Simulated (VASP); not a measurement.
# SrRu3 (Pm-3m) in VASP: a series of runs, part 2 of 2

VASP 6.6.1. The steps go on from the part before.

### Step 3. Single point, PBEsol (16.68 Å³/atom)

This run uses another cell than the first one, of 16.68 Å³/atom.

Contents of INCAR:

```
SYSTEM = SrRu3
PREC = Accurate
ENCUT = 520
EDIFF = 1E-7
ISMEAR = 0
SIGMA = 0.05
LREAL = .FALSE.
LASPH = .TRUE.
NELM = 80
ALGO = Normal
ISIF = 2
LWAVE = .FALSE.
LCHARG = .FALSE.
GGA = PS
NBANDS = 34
```

Contents of KPOINTS:

```
Automatic mesh
0
G
  8 8 8
  0 0 0
```

Contents of POSCAR:

```
SrRu3
1.0
    4.0558937728      0.0000000000      0.0000000000
    0.0000000000      4.0558937728      0.0000000000
    0.0000000000      0.0000000000      4.0558937728
Sr Ru
1 3
Direct
    0.0000000000      0.0000000000      0.0000000000
    0.0000000000      0.5000000000      0.5000000000
    0.5000000000      0.5000000000      0.0000000000
    0.5000000000      0.0000000000      0.5000000000
```

Potentials or basis: VASP PAW PBE potentials, release 64 (Sr_sv, Ru_pv).

The run is started by

```bash
cat potpaw_PBE.64/Sr_sv/POTCAR potpaw_PBE.64/Ru_pv/POTCAR > POTCAR
mpirun -np 1 vasp_std > vasp.out
```

OUTCAR:

```text
SYSTEM = SrRu3
   PREC = Accurate
   ENCUT = 520
   EDIFF = 1E-7
   ISMEAR = 0
   LREAL = .FALSE.
   LASPH = .TRUE.
   NELM = 80
   ISIF = 2
   GGA = PS

 ion  position               nearest neighbor table
   1  0.000  0.000  0.000-   2 2.87   3 2.87   4 2.87   2 2.87   4 2.87   2 2.87   3 2.87   2 2.87
                             3 2.87   4 2.87   4 2.87   3 2.87
   2  0.000  0.500  0.500-   1 2.87   3 2.87   4 2.87   1 2.87   3 2.87   1 2.87   4 2.87   1 2.87
                             3 2.87   4 2.87   3 2.87   4 2.87
   3  0.500  0.500  0.000-   1 2.87   2 2.87   4 2.87   2 2.87   4 2.87   1 2.87   4 2.87   4 2.87
                             1 2.87   2 2.87   2 2.87   1 2.87
   4  0.500  0.000  0.500-   1 2.87   2 2.87   3 2.87   1 2.87   3 2.87   2 2.87   3 2.87   3 2.87
                             1 2.87   2 2.87   1 2.87   2 2.87

  LATTYP: Found a simple cubic cell.
 ALAT       =     4.0558937728

  Lattice vectors:

 A1 = (   4.0558937728,   0.0000000000,   0.0000000000)
 A2 = (   0.0000000000,   4.0558937728,   0.0000000000)
 A3 = (   0.0000000000,   0.0000000000,   4.0558937728)

Analysis of symmetry for initial positions (statically):
=====================================================================
 Subroutine PRICEL returns:
 Original cell was already a primitive cell.

 Routine SETGRP: Setting up the symmetry group for a
 simple cubic supercell.

 Subroutine GETGRP returns: Found 48 space group operations
 (whereof 48 operations were pure point group operations)
 out of a pool of 48 trial point group operations.

The static configuration has the point symmetry O_h .

Analysis of symmetry for dynamics (positions and initial velocities):
=====================================================================
 Subroutine PRICEL returns:
 Original cell was already a primitive cell.

 Routine SETGRP: Setting up the symmetry group for a
 simple cubic supercell.

 Subroutine GETGRP returns: Found 48 space group operations
 (whereof 48 operations were pure point group operations)
 out of a pool of 48 trial point group operations.

The dynamic configuration has the point symmetry O_h .

 Subroutine INISYM returns: Found 48 space group operations
 (whereof 48 operations are pure point group operations),
 and found     1 'primitive' translations

----------------------------------------------------------------------------------------

                                     Primitive cell

  volume of cell :      66.7206

  direct lattice vectors                    reciprocal lattice vectors
     4.055893773  0.000000000  0.000000000     0.246554781  0.000000000  0.000000000
     0.000000000  4.055893773  0.000000000     0.000000000  0.246554781  0.000000000
     0.000000000  0.000000000  4.055893773     0.000000000  0.000000000  0.246554781

  length of vectors
     4.055893773  4.055893773  4.055893773     0.246554781  0.246554781  0.246554781

  position of ions in fractional coordinates (direct lattice)
     0.000000000  0.000000000  0.000000000
     0.000000000  0.500000000  0.500000000
     0.500000000  0.500000000  0.000000000
     0.500000000  0.000000000  0.500000000

  ion indices of the primitive-cell ions
[... 28 lines left out ...]
 ===========================================

 Found     35 irreducible k-points:

 Following reciprocal coordinates:
            Coordinates               Weight
  0.000000  0.000000  0.000000      1.000000
  0.125000  0.000000  0.000000      6.000000
  0.250000  0.000000  0.000000      6.000000
  0.375000  0.000000  0.000000      6.000000
  0.500000  0.000000  0.000000      3.000000
  0.125000  0.125000  0.000000     12.000000
[... 16 lines left out ...]
  0.375000  0.375000  0.125000     24.000000
  0.500000  0.375000  0.125000     24.000000
 [... further k-points ...]
   k-points           NKPTS =     35   k-points in BZ     NKDIM =     35   number of bands    NBANDS=     34
   number of dos      NEDOS =    301   number of ions     NIONS =      4
   total plane-waves  NPLWV =  27000
   dimension x,y,z NGX =    30 NGY =   30 NGZ =   30
   dimension x,y,z NGXF=    60 NGYF=   60 NGZF=   60
   ions per type =               1   3
   NGX,Y,Z   is equivalent  to a cutoff of  12.30, 12.30, 12.30 a.u.
   NGXF,Y,Z  is equivalent  to a cutoff of  24.59, 24.59, 24.59 a.u.
 SYSTEM =  SrRu3
   PREC   = accura    normal or accurate (medium, high low for compatibility)
   ISTART =      0    job   : 0-new  1-cont  2-samecut
   ICHARG =      2    charge: 1-file 2-atom 10-const
   ISPIN  =      1    spin polarized calculation?
   LNONCOLLINEAR =      F non collinear calculations
   LSORBIT =      F    spin-orbit coupling
   LASPH  =      T    aspherical Exc in radial PAW
   ENCUT  =  520.0 eV  38.22 Ry    6.18 a.u.   7.54  7.54  7.54*2*pi/ulx,y,z
   NELM   =     80;   NELMIN=  2; NELMDL= -5     # of ELM steps
   EDIFF  = 0.1E-06   stopping-criterion for ELM
   LREAL  =      F    real-space projection
   EDIFFG = 0.1E-05   stopping-criterion for IOM
   NSW    =      0    number of steps for IOM
   IBRION =     -1    ionic relax: 0-MD 1-quasi-New 2-CG
   NFREE  =      0    steps in history (QN), initial steepest desc. (CG)
   ISIF   =      2    stress and relaxation
   ISYM   =      2    0-nonsym 1-usesym 2-fastsym
   POTIM  = 0.5000    time-step for ionic-motion
   TEBEG  =    0.0;   TEEND  =   0.0 temperature during run
   PSTRESS=    0.0 pullay stress
   NELECT =      52.0000    total number of electrons
   NUPDOWN=      -1.0000    fix difference up-down
   EMIN   =  10.00;   EMAX   =-10.00  energy-range for DOS
   EFERMI =   0.00;   METHOD = LEGACY
   ISMEAR =     0;   SIGMA  =   0.05  broadening in eV -4-tet -1-fermi 0-gaus
   EFERMI_NEDOS =   21; number of points for ismear=-14 and -15
   IALGO  =     38    algorithm
   IMIX   =      4    mixing-type and parameters
     AMIX     =   0.40;   BMIX     =  1.00
     AMIX_MAG =   1.60;   BMIX_MAG =  1.00
  volume/ion in A,a.u.               =      16.68       112.56
  Fermi-wavevector in a.u.,A,eV,Ry     =   1.506570  2.847005 30.881875  2.269754
  Thomas-Fermi vector in A             =   2.617270
   LORBIT       =      0    0 simple, 1 ext, 2 COOP (PROOUT), +10 PAW based schemes
   GGA     = PS    functional components
   LHFCALC =     F    Hartree Fock is set to
   AEXX    =    0.0000 exact exchange contribution
   IVDW    =     0    specifies the selected vdW correction
   LEPSILON=     F    determine dielectric tensor
   LRPA    =     F    only Hartree local field effects (RPA)
 non-spin polarized calculation
 Gauss-broadening in eV      SIGMA  =   0.05
  energy-cutoff  :      520.00
  volume of cell :       66.72
 maximum number of plane-waves:      1856
   NGX = 15   NGY = 15   NGZ = 15

 number of electron      52.0000035 magnetization

 Free energy of the ion-electron system (eV)
  ---------------------------------------------------
  ext. energy  EPLUGINS =         0.00000000
  ---------------------------------------------------
  free energy    TOTEN  =       -27.83026840 eV

  energy without entropy =      -27.81716004  energy(sigma->0) =      -27.82371422

 E-fermi :   8.3144     XC(G=0): -12.7917

 val. band max:        8.3094405003   @ k =   0.3750   0.2500   0.2500
 cond. band min:       8.3154404176   @ k =   0.3750   0.3750   0.3750
 fundamental gap:      0.0059999173
 Fermi energy:         8.3143748472

 k-point     1 :       0.0000    0.0000    0.0000
  band No.  band energies     occupation
      1     -33.8615      2.00000
      2     -33.8615      2.00000
      3     -33.8615      2.00000
      4     -33.5545      2.00000
      5     -33.5545      2.00000
      6     -33.5545      2.00000
[... 877 lines left out ...]
     33      13.7958      0.00000
     34      14.1279      0.00000

 [... further k-points ...]

------------------------ aborting loop because EDIFF is reached ----------------------------------------

  FORCE on cell =-STRESS in cart. coord.  units (eV):
  Direction    XX          YY          ZZ          XY          YZ          ZX
  --------------------------------------------------------------------------------------
  -------------------------------------------------------------------------------------
  Total        0.2780892      0.2780892      0.2780892     -0.0000000     -0.0000000      0.0000000
  in kB        6.6778241      6.6778241      6.6778241     -0.0000000     -0.0000000      0.0000000
  external PRESSURE =       6.6778241 kB  Pullay stress =       0.0000000 kB

 VOLUME and BASIS-vectors are now :
 -----------------------------------------------------------------------------
  energy-cutoff  :      520.00
  volume of cell :       66.72
      direct lattice vectors                 reciprocal lattice vectors
     4.055893773  0.000000000  0.000000000     0.246554781  0.000000000  0.000000000
     0.000000000  4.055893773  0.000000000     0.000000000  0.246554781  0.000000000
     0.000000000  0.000000000  4.055893773     0.000000000  0.000000000  0.246554781

 POSITION                                       TOTAL-FORCE (eV/Angst)
 -----------------------------------------------------------------------------------
      0.00000      0.00000      0.00000         0.000000      0.000000      0.000000
      0.00000      2.02795      2.02795         0.000000      0.000000      0.000000
      2.02795      2.02795      0.00000         0.000000      0.000000      0.000000
      2.02795      0.00000      2.02795         0.000000      0.000000      0.000000
 -----------------------------------------------------------------------------------
    total drift:                                0.000000      0.000000     -0.000000

  FREE ENERGIE OF THE ION-ELECTRON SYSTEM (eV)
  ---------------------------------------------------
  free  energy   TOTEN  =       -27.8302684045 eV

  energy  without entropy=      -27.8171600394  energy(sigma->0) =      -27.82371422
```

OSZICAR:

```text
N       E                     dE             d eps       ncg     rms          rms(c)
DAV:   1     0.564460165958E+03    0.56446E+03   -0.31181E+04  2380   0.163E+03
DAV:   2    -0.115875146749E+02   -0.57605E+03   -0.56231E+03  2596   0.485E+02
DAV:   3    -0.303229553680E+02   -0.18735E+02   -0.18169E+02  2830   0.858E+01
DAV:   4    -0.310619018003E+02   -0.73895E+00   -0.73298E+00  3392   0.125E+01
DAV:   5    -0.310715814054E+02   -0.96796E-02   -0.96773E-02  2810   0.143E+00    0.638E+01
DAV:   6    -0.280368945457E+02    0.30347E+01   -0.21533E+01  2692   0.268E+01    0.145E+01
DAV:   7    -0.278620713364E+02    0.17482E+00   -0.16336E+00  2650   0.847E+00    0.135E+01
DAV:   8    -0.278335103231E+02    0.28561E-01   -0.12910E-01  2894   0.179E+00    0.207E+00
DAV:   9    -0.278306384379E+02    0.28719E-02   -0.12665E-02  2868   0.673E-01    0.591E-01
DAV:  10    -0.278302651146E+02    0.37332E-03   -0.21927E-03  2520   0.247E-01    0.146E-01
DAV:  11    -0.278302675346E+02   -0.24200E-05   -0.16874E-04  3240   0.540E-02    0.839E-02
DAV:  12    -0.278302689173E+02   -0.13827E-05   -0.29501E-06  2452   0.941E-03    0.174E-02
DAV:  13    -0.278302684193E+02    0.49802E-06   -0.63299E-07  2444   0.402E-03    0.794E-03
DAV:  14    -0.278302684045E+02    0.14838E-07   -0.47971E-08  1260   0.187E-03
   1 F= -.27830268E+02 E0= -.27823714E+02  d E =-.131084E-01
```

stdout:

```text
POSCAR found type information on POSCAR SrRu
 POSCAR found :  2 types and       4 ions
 scaLAPACK will be used
 -----------------------------------------------------------------------------
|                                                                             |
|                                                                             |
|     You enforced a specific xc type in the INCAR file but a different       |
|     I HOPE YOU KNOW WHAT YOU ARE DOING!                                     |
|                                                                             |
 -----------------------------------------------------------------------------

 LDA part: xc-table for (Slater+PW92), standard interpolation
 POSCAR, INCAR and KPOINTS ok, starting setup
 FFT: planning ... GRIDC
 FFT: planning ... GRID_SOFT
 FFT: planning ... GRID
 WAVECAR not read
 entering main loop
```

It took 30 s on 1 thread of Intel Xeon 6975P-C (Granite Rapids), shared host; peak memory 0.21 GiB.

What came out:

```
Free energy            : -27.8303 eV
Pressure               : 0.7 GPa
Band gap on the k mesh : zero (bands 26 and 27 overlap by 2.15 eV)
```

Levels at points of the mesh, in eV from the Fermi level:
```
           k point  band 23  band 24  band 25  band 26  band 27  band 28  band 29  band 30
(0.00, 0.00, 0.00)    -0.82     0.66     0.66     1.61     2.02     2.02     2.02     4.76
(0.50, 0.00, 0.00)    -1.70    -0.42    -0.13    -0.11     0.02     0.02     0.86     2.02
(0.50, 0.50, 0.00)    -1.16    -1.13    -0.65    -0.46    -0.46     0.15     0.18     0.70
(0.50, 0.50, 0.50)    -0.93    -0.25    -0.25     0.90     1.64     1.64     1.64     3.59
```

Caveat: the PAW data sets were made with another functional, which shifts forces and pressure a little.

### Step 4. Single point, PBEsol

This run uses another cell than the first one, of 16.68 Å³/atom.

Contents of INCAR:

```
PREC     = Accurate       # precision mode
ENCUT    = 520            # plane-wave cutoff, eV
EDIFF    = 1E-6           # SCF threshold, eV
ISMEAR   = 0              # smearing method
SIGMA    = 0.05           # smearing width, eV
LREAL    = F              # projectors in reciprocal space
LASPH    = T              # aspherical terms in the spheres
NELM     = 60             # most SCF steps
ALGO     = Normal         # electronic algorithm
ISIF     = 2              # what is computed and relaxed
LWAVE    = F              # write WAVECAR
LCHARG   = F              # write CHGCAR
GGA      = PS             # functional
NBANDS   = 34             # bands
```

Contents of KPOINTS:

```
Automatic mesh
0
Gamma
  8 8 8
```

POSCAR is that of step 3.

The run is started by

```bash
cat potpaw_PBE.64/Sr_sv/POTCAR potpaw_PBE.64/Ru_pv/POTCAR > POTCAR
mpirun -np 1 vasp_std > vasp.out
```

It took 28 s on 1 thread of Intel Xeon 6975P-C (Granite Rapids), shared host; peak memory 0.21 GiB.

The run converged. Its results:

| Property | Result |
| --- | --- |
| Free energy | -27.8303 eV |
| Pressure | 0.7 GPa |
| Band gap on the k mesh | zero (bands 26 and 27 overlap by 2.15 eV) |

Levels at points of the mesh, in eV from the Fermi level:
```csv
k point,band 24,band 25,band 26,band 27,band 28,band 29
"(0.00, 0.00, 0.00)",0.66,0.66,1.61,2.02,2.02,2.02
"(0.50, 0.00, 0.00)",-0.42,-0.13,-0.11,0.02,0.02,0.86
"(0.50, 0.50, 0.00)",-1.13,-0.65,-0.46,-0.46,0.15,0.18
"(0.50, 0.50, 0.50)",-0.25,-0.25,0.90,1.64,1.64,1.64
```

Caveat: the PAW data sets were made with another functional, which shifts forces and pressure a little.

### Step 5. Single point, PBEsol (17.01 Å³/atom)

This run uses another cell than the first one, of 17.01 Å³/atom.

Contents of INCAR:

```
SYSTEM = SrRu3
  ALGO = Normal
  EDIFF = 1E-6
  ENCUT = 520
  GGA = PS
  ISIF = 2
  ISMEAR = 0
  LASPH = .True.
  LCHARG = .True.
  LELF = .True.
  LREAL = .False.
  LVHAR = .True.
  LWAVE = .False.
  NBANDS = 34
  NELM = 80
  PREC = Accurate
  SIGMA = 0.05
```

Contents of KPOINTS:

```
k-points
0
Gamma
  8 8 8
  0 0 0
```

Contents of POSCAR:

```
SrRu3
1.0
    4.0827547793      0.0000000000      0.0000000000
    0.0000000000      4.0827547793      0.0000000000
    0.0000000000      0.0000000000      4.0827547793
Sr Ru
1 3
Direct
    0.0000000000      0.0000000000      0.0000000000
    0.0000000000      0.5000000000      0.5000000000
    0.5000000000      0.5000000000      0.0000000000
    0.5000000000      0.0000000000      0.5000000000
```

The run is started by

```bash
cat potpaw_PBE.64/Sr_sv/POTCAR potpaw_PBE.64/Ru_pv/POTCAR > POTCAR
mpirun -np 1 vasp_std > vasp.out
```

It took 31 s on 1 thread of Intel Xeon 6975P-C (Granite Rapids), shared host; peak memory 0.21 GiB.

Results (log left out):

```
Free energy            : -27.8244 eV
Pressure               : -2.2 GPa
Band gap on the k mesh : zero (bands 26 and 27 overlap by 2.09 eV)
```

Levels at points of the mesh, in eV from the Fermi level:
```csv
k point,band 22,band 23,band 24,band 25,band 26,band 27,band 28,band 29,band 30,band 31
"(0.00, 0.00, 0.00)",-0.79,-0.79,0.65,0.65,1.56,1.96,1.96,1.96,4.67,4.67
"(0.50, 0.00, 0.00)",-1.65,-1.65,-0.41,-0.16,-0.10,0.01,0.01,0.84,1.96,4.35
"(0.50, 0.50, 0.00)",-1.28,-1.13,-1.12,-0.63,-0.45,-0.45,0.15,0.17,0.71,4.10
"(0.50, 0.50, 0.50)",-0.90,-0.90,-0.24,-0.24,0.90,1.59,1.59,1.59,3.49,3.49
```

Caveat: the PAW data sets were made with another functional, which shifts forces and pressure a little.

### Step 6. Overview

| cell | gap on the mesh (eV) | pressure (GPa) |
| --- | --- | --- |
| a = 4.047 Å, 4 atoms | none | 1.7 |
| a = 4.056 Å, 4 atoms | none | 0.7 |
| a = 4.083 Å, 4 atoms | none | -2.2 |

Alike in all rows: task single point; level PBEsol; potentials or basis VASP PAW PBE potentials, release 64 (Sr_sv, Ru_pv); no spin polarisation; k mesh 8 × 8 × 8; cutoff (eV) 520; smearing gaussian 0.05 eV.

Caveats: the PAW data sets were made with another functional, which shifts forces and pressure a little.

Absolute energies hang on the potentials; compare differences alone.
